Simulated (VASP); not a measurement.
# SrO (Fm-3m) in VASP: notebook, part 2 of 2

VASP 6.6.1.

## Step 4: Single point, PBE-based global hybrid

The input, POSCAR:

```
SrO
1.0
    0.0000000000      2.5663000000      2.5663000000
    2.5663000000      0.0000000000      2.5663000000
    2.5663000000      2.5663000000      0.0000000000
Sr O
1 1
Direct
    0.5000000000      0.5000000000      0.5000000000
    0.0000000000      0.0000000000      0.0000000000
```

The input, INCAR.step1:

```
SYSTEM = SrO
PREC = Accurate
ENCUT = 520
EDIFF = 1E-5
ISMEAR = -1
SIGMA = 0.05
LREAL = .False.
LASPH = .True.
NELM = 100
ALGO = Normal
ISIF = 2
LWAVE = .True.
LCHARG = .False.
NBANDS = 15
GGA = PE
```

The input, INCAR.step2:

```
SYSTEM = SrO
PREC = Accurate
ENCUT = 520
EDIFF = 1E-6
ISMEAR = -1
SIGMA = 0.05
LREAL = .False.
LASPH = .True.
NELM = 100
ALGO = Normal
ISIF = 2
LWAVE = .False.
LCHARG = .False.
GGA = PE
LHFCALC = .True.
AEXX = 0.1
PRECFOCK = Normal
NBANDS = 15
ISTART = 1
```

The input, KPOINTS:

```
Automatic mesh
0
Gamma
  5 5 5
  0 0 0
```

Potentials or basis: VASP PAW PBE potentials, release 64 (Sr_sv, O).

The run is started by

```console
> cat potpaw_PBE.64/Sr_sv/POTCAR potpaw_PBE.64/O/POTCAR > POTCAR
> cp INCAR.step1 INCAR
> mpirun -np 1 vasp_std > vasp.out
> cp INCAR.step2 INCAR
> mpirun -np 1 vasp_std > vasp.out
```

OUTCAR:

```text
SYSTEM = SrO
   PREC = Accurate
   ENCUT = 520
   EDIFF = 1E-6
   ISMEAR = -1
   LREAL = .False.
   LASPH = .True.
   NELM = 100
   ISIF = 2
   GGA = PE
   LHFCALC = .True.
   AEXX = 0.1
   PRECFOCK = Normal
   ISTART = 1

 ion  position               nearest neighbor table
   1  0.500  0.500  0.500-   2 2.57   2 2.57   2 2.57   2 2.57   2 2.57   2 2.57
   2  0.000  0.000  0.000-   1 2.57   1 2.57   1 2.57   1 2.57   1 2.57   1 2.57

  LATTYP: Found a face centered cubic cell.
 ALAT       =     5.1326000000

  Lattice vectors:

 A1 = (   0.0000000000,   2.5663000000,   2.5663000000)
 A2 = (   2.5663000000,   0.0000000000,   2.5663000000)
 A3 = (   2.5663000000,   2.5663000000,   0.0000000000)

Analysis of symmetry for initial positions (statically):
=====================================================================
 Subroutine PRICEL returns:
 Original cell was already a primitive cell.

 Routine SETGRP: Setting up the symmetry group for a
 face centered cubic supercell.

 Subroutine GETGRP returns: Found 48 space group operations
[... 9 lines left out ...]

 Routine SETGRP: Setting up the symmetry group for a
 face centered cubic supercell.

 Subroutine GETGRP returns: Found 48 space group operations
[... 11 lines left out ...]
                                     Primitive cell

  volume of cell :      33.8028

  direct lattice vectors                    reciprocal lattice vectors
     0.000000000  2.566300000  2.566300000    -0.194833028  0.194833028  0.194833028
     2.566300000  0.000000000  2.566300000     0.194833028 -0.194833028  0.194833028
     2.566300000  2.566300000  0.000000000     0.194833028  0.194833028 -0.194833028

  length of vectors
     3.629296265  3.629296265  3.629296265     0.337460704  0.337460704  0.337460704

  position of ions in fractional coordinates (direct lattice)
     0.500000000  0.500000000  0.500000000
     0.000000000  0.000000000  0.000000000

  ion indices of the primitive-cell ions
   primitive index   ion index
                 1           1
                 2           2
[... 90 lines left out ...]
   HFSCREEN=    0.0000 screening length (either q_TF or 0.3 A-1)
   HFSCREENC=   0.0000 screening length for correlation (either q_TF or 0.3 A-1)
   ENCUTFOCK=  -1.0 apply spherical cutoff to Coloumb kernel
   IVDW    =     0    specifies the selected vdW correction
   LEPSILON=     F    determine dielectric tensor
   LRPA    =     F    only Hartree local field effects (RPA)
 non-spin polarized calculation
  energy-cutoff  :      520.00
  volume of cell :       33.80
 maximum number of plane-waves:       941
  NGX = 24; NGY = 24; NGZ = 24

 number of electron      15.9999996 magnetization

 Free energy of the ion-electron system (eV)
  ---------------------------------------------------
  ext. energy  EPLUGINS =         0.00000000
  ---------------------------------------------------
  free energy    TOTEN  =       -13.11703827 eV

  energy without entropy =      -13.11703827  energy(sigma->0) =      -13.11703827

 E-fermi :   2.3208     XC(G=0):  -9.1912

 val. band max:        1.1148211987   @ k =   0.0000   0.0000   0.0000
 cond. band min:       5.4446446911   @ k =   0.4000   0.4000   0.0000
 fundamental gap:      4.3298234923
 Fermi energy:         2.3208383854

 k-point     1 :       0.0000    0.0000    0.0000
  band No.  band energies     occupation
      1     -32.0553      2.00000
      2     -14.5859      2.00000
      3     -13.1654      2.00000
      4     -13.1654      2.00000
      5     -13.1654      2.00000
      6       1.1148      2.00000
      7       1.1148      2.00000
      8       1.1148      2.00000
      9       6.0093      0.00000
     10       8.2994      0.00000
     11       8.2994      0.00000
     12       8.2994      0.00000
     13      10.5146      0.00000
     14      10.5146      0.00000
[... 149 lines left out ...]
      2     -15.3811      2.00000
      3     -13.7282      2.00000
      4     -13.6635      2.00000
      5     -12.6406      2.00000
      6      -0.1091      2.00000
      7       0.3815      2.00000
      8       0.7047      2.00000
      9       7.3449      0.00000
     10       9.1411      0.00000
     11      10.9043      0.00000
     12      12.5837      0.00000
     13      13.4033      0.00000
     14      15.1883      0.00000
     15      16.0652      0.00000

------------------------ aborting loop because EDIFF is reached ----------------------------------------

  FORCE on cell =-STRESS in cart. coord.  units (eV):
  Direction    XX          YY          ZZ          XY          YZ          ZX
  --------------------------------------------------------------------------------------
  -------------------------------------------------------------------------------------
  Total        0.6314591      0.6314591      0.6314591     -0.0000000     -0.0000000      0.0000000
  in kB       29.9297814     29.9297814     29.9297814     -0.0000000     -0.0000000      0.0000000
  external PRESSURE =      29.9297814 kB  Pullay stress =       0.0000000 kB

 VOLUME and BASIS-vectors are now :
 -----------------------------------------------------------------------------
  energy-cutoff  :      520.00
  volume of cell :       33.80
      direct lattice vectors                 reciprocal lattice vectors
     0.000000000  2.566300000  2.566300000    -0.194833028  0.194833028  0.194833028
     2.566300000  0.000000000  2.566300000     0.194833028 -0.194833028  0.194833028
     2.566300000  2.566300000  0.000000000     0.194833028  0.194833028 -0.194833028

 POSITION                                       TOTAL-FORCE (eV/Angst)
 -----------------------------------------------------------------------------------
      2.56630      2.56630      2.56630         0.000000     -0.000000      0.000000
      0.00000      0.00000      0.00000        -0.000000      0.000000     -0.000000
 -----------------------------------------------------------------------------------
    total drift:                               -0.000000      0.000000      0.000000

  FREE ENERGIE OF THE ION-ELECTRON SYSTEM (eV)
  ---------------------------------------------------
  free  energy   TOTEN  =       -13.1170382704 eV

  energy  without entropy=      -13.1170382704  energy(sigma->0) =      -13.11703827
```

OSZICAR.step1:

```text
N       E                     dE             d eps       ncg     rms          rms(c)
DAV:   1     0.637650814144E+02    0.63765E+02   -0.79862E+03   300   0.100E+03
DAV:   2    -0.106410707735E+02   -0.74406E+02   -0.69415E+02   419   0.217E+02
DAV:   3    -0.141779818345E+02   -0.35369E+01   -0.35282E+01   405   0.420E+01
DAV:   4    -0.142401854904E+02   -0.62204E-01   -0.62191E-01   408   0.472E+00
DAV:   5    -0.142412676303E+02   -0.10821E-02   -0.10821E-02   343   0.525E-01    0.166E+01
DAV:   6    -0.121816823123E+02    0.20596E+01   -0.66501E+00   307   0.195E+01    0.196E+01
DAV:   7    -0.120451642941E+02    0.13652E+00   -0.29198E-01   342   0.481E+00    0.114E+01
DAV:   8    -0.120344657372E+02    0.10699E-01   -0.11800E-01   370   0.341E+00    0.438E-01
DAV:   9    -0.120358604162E+02   -0.13947E-02   -0.55717E-03   381   0.473E-01    0.231E-01
DAV:  10    -0.120363359409E+02   -0.47552E-03   -0.46362E-04   321   0.200E-01    0.837E-02
DAV:  11    -0.120364738196E+02   -0.13788E-03   -0.13343E-04   314   0.855E-02    0.266E-02
DAV:  12    -0.120364912290E+02   -0.17409E-04   -0.26932E-05   299   0.380E-02    0.219E-02
DAV:  13    -0.120364914072E+02   -0.17818E-06   -0.13089E-06   206   0.102E-02
   1 F= -.12036491E+02 E0= -.12036491E+02  d E =-.350036E-10
```

Run time: 8.4 min. Hardware: 1 thread of Intel Xeon Platinum 8488C (Sapphire Rapids), shared host; peak memory 0.18 GiB.

Results:

- Free energy: -13.1170 eV
- Pressure: 3.0 GPa
- Band gap on the k mesh: 4.33 eV, indirect (least direct gap 4.45 eV)

Caveat: the k points lie up to 0.42 Å⁻¹ apart; the PAW data sets were made with another functional, which shifts forces and pressure a little. A k mesh can miss the band edges.

## Step 5: The runs side by side

| level | potentials or basis | k mesh | smearing | grid for exact exchange (PRECFOCK) | share of exact exchange | gap on the mesh (eV) | pressure (GPa) |
| --- | --- | --- | --- | --- | --- | --- | --- |
| LDA | VASP PAW LDA potentials, release 64 (Sr_sv, O) | 12 × 12 × 12 | fermi-dirac 0.1 eV | - | - | 3.10 | -3.1 |
| LDA | VASP PAW LDA potentials, release 64 (Sr_sv, O) | 15 × 15 × 15 | fermi-dirac 0.1 eV | - | - | 3.12 | -3.1 |
| PBE-based global hybrid | VASP PAW PBE potentials, release 64 (Sr_sv, O) | 5 × 5 × 5 | fermi-dirac 0.05 eV | Normal | 0.1 | 4.33 | 3.0 |

Alike in all rows: task single point; no spin polarisation; cell as given; cutoff (eV) 520.

Caveats: some runs use coarse meshes; the PAW data sets were made with another functional, which shifts forces and pressure a little (some runs).

Total energies depend on the potentials used, so only differences within one code and one set of settings carry meaning.
